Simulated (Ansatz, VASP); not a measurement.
## Nb in VASP and in Ansatz

```xyz
1
Lattice="-1.6238 1.6238 1.6238 1.6238 -1.6238 1.6238 1.6238 1.6238 -1.6238" Properties=species:S:1:pos:R:3 pbc="T T T"
Nb    0.0000    0.0000    0.0000
```

Alike in both runs: functional LDA; k mesh 18 × 18 × 18; occupations gaussian, width 0.1 eV; no spin polarisation.

Ansatz relaxed the structure, and its values are those at the end. VASP's run is a single point on that final structure, the one shown.

|  | VASP | Ansatz |
| --- | --- | --- |
| version | VASP 6.6.1 | Ansatz 0.2.0 |
| potentials or method | VASP PAW LDA potentials, release 64 (Nb_sv), cutoff 520 eV | scalar-relativistic, plane waves, PAW |
| valence electrons in the cell | 13 | 13 |

```tsv
	VASP	Ansatz	Ansatz less VASP
gap on the k mesh at the Fermi level (eV)	none	none	-
pressure (GPa)	-0.2	0.0	+0.16
```

Ansatz warns that its potentials were made for another functional, while VASP's fit it. LDA's correlation is that of Perdew and Zunger in VASP and of Perdew and Wang (1992) in Ansatz. A gap of «none» marks a metal or a gap that the smearing closes.
